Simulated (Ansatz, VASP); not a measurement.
## PbSe: VASP beside Ansatz

```xyz
4
Lattice="5.1741 0.0000 0.0000 -2.5871 4.4809 0.0000 0.0000 0.0000 6.3080" Properties=species:S:1:pos:R:3 pbc="T T T"
Pb    0.0000    2.9873   -0.4791
Pb    2.5871    1.4936    2.6749
Se    0.0000    2.9873    2.8446
Se    2.5871    1.4936    5.9986
```

Change from the starting cell: uniaxial_z strain +1.5%.

Alike in both runs: task single point; functional PBE; k mesh 6 × 6 × 4; occupations fermi-dirac, width 0.02 eV; no spin polarisation.

```csv
,VASP,Ansatz
version,VASP 6.6.1,Ansatz 0.2.0
potentials or method,"VASP PAW PBE potentials, release 64 (Pb_d, Se)","plane waves, PAW"
plane-wave cutoff (eV),520,420
valence electrons in the cell,40,60
```

```csv
,VASP,Ansatz,Ansatz less VASP
gap on the k mesh at the Fermi level (eV),1.28,1.28,-0.003
pressure (GPa),0.5,0.5,+0.01
"traceless stress, the component that is largest in VASP (GPa)",-0.28,-0.28,-0.002
rms of the force components (eV/Å),0.020,0.018,-0.0015
```

Atom by atom the forces differ by 0.002 eV/Å (rms over components). The functional is the same, so the differences come from potentials, cutoffs and numerics. VASP's potentials hold 40 valence electrons a cell and Ansatz's 60, so a difference there can come from the potentials and not from the codes.

Neither program's run includes spin-orbit coupling.
